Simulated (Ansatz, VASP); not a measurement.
# CdSe in VASP and in Ansatz

File INCAR:

```
SYSTEM = CdSe
ALGO = Normal ; EDIFF = 1E-7
ENCUT = 520 ; GGA = CA
ISIF = 2 ; ISMEAR = 0
LASPH = .TRUE. ; LCHARG = .FALSE.
LREAL = .FALSE. ; LWAVE = .FALSE.
NBANDS = 16 ; NELM = 80
PREC = Accurate ; SIGMA = 0.01
```

KPOINTS

```
k-points
0
G
  6 6 6
  0 0 0
```

POSCAR

```
CdSe
1.0
    2.9739537397      2.9739537397      0.0000000000
   -2.9739537397      2.9739537397      0.0000000000
    0.0000000000      2.9739537397      3.0477710815
Cd Se
1 1
Direct
    0.0000000000      0.0000000000      0.0000000000
    0.7500000000      0.2500000000      0.5000000000
```

Input for Ansatz:

```yaml
crystal:
  lattice:
    - [2.97395373966, 2.97395373966, 0.0]
    - [-2.97395373966, 2.97395373966, 0.0]
    - [0.0, 2.97395373966, 3.04777108148]
  atoms:
    - { symbol: Cd, position: [0.0, 0.0, 0.0] }
    - { symbol: Se, position: [0.75, 0.25, 0.5] }
kpoints:
  mp_grid: { grid: [6, 6, 6] }
scf:
  occupations: { method: fixed }
  convergence: { dr2_threshold: 1.0e-10 }
hamiltonian:
  xc: lda
  pseudopotentials: { kind: all_electron, lapw: { basis_error: 0.0005 } }
output:
  forces: true
  stress: true
  eigenstates:
    kpoints:
      - [0.0, 0.0, 0.0]
      - [-0.5, -0.5, -0.5]
      - [-0.5, 0.5, 0.0]
      - [0.0, 0.0, -0.5]
      - [0.0, -0.5, -0.5]
      - [0.0, 0.5, 0.0]
      - [-0.5, 0.0, 0.0]
      - [-0.5, 0.0, -0.5]
  eigenvalues: true
```

Change from the starting cell: film at in-plane strain -0.01.

Alike in both runs: task single point; functional LDA; k mesh 6 × 6 × 6; no spin polarisation.

|  | VASP | Ansatz |
| --- | --- | --- |
| version | VASP 6.6.1 | Ansatz 0.2.0 |
| potentials or method | VASP PAW LDA potentials, release 64 (Cd, Se), cutoff 520 eV | all-electron LAPW, scalar-relativistic |
| occupations | gaussian, width 0.01 eV | fixed |

|  | VASP | Ansatz | Ansatz less VASP |
| --- | --- | --- | --- |
| gap on the k mesh at the Fermi level (eV) | 0.42 | 0.38 | -0.036 |
| pressure (GPa) | 0.8 | 0.3 | -0.49 |
| traceless stress, the component that is largest in VASP (GPa) | -0.31 | -0.32 | -0.011 |

LDA's correlation is that of Perdew and Zunger in VASP and of Perdew and Wang (1992) in Ansatz. Ansatz ran all-electron here, and VASP with PAW potentials.
